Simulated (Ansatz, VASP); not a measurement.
One calculation of InP, two programs

```xyz
2
Lattice="0.0000 2.9538 2.9538 2.9538 0.0000 2.9538 2.9538 2.9538 0.0000" Properties=species:S:1:pos:R:3 pbc="T T T"
In    0.0000    0.0000    0.0000
P     1.4769    1.4769    1.4769
```

Alike in both runs: task single point; functional r2SCAN; k mesh 8 × 8 × 8; occupations fermi-dirac, width 0.02 eV; non-collinear spin, spin-orbit coupling.

```csv
,VASP,Ansatz
version,VASP 6.6.1,Ansatz 0.2.0
potentials or method,"VASP PAW PBE potentials, release 64 (In_d, P)","plane waves, PAW"
plane-wave cutoff (eV),520,500
valence electrons in the cell,18,18
```

```csv
,VASP,Ansatz,Ansatz less VASP
pressure (GPa),-0.2,-0.1,+0.09
```

VASP's potentials were made for PBE, not for r2SCAN.
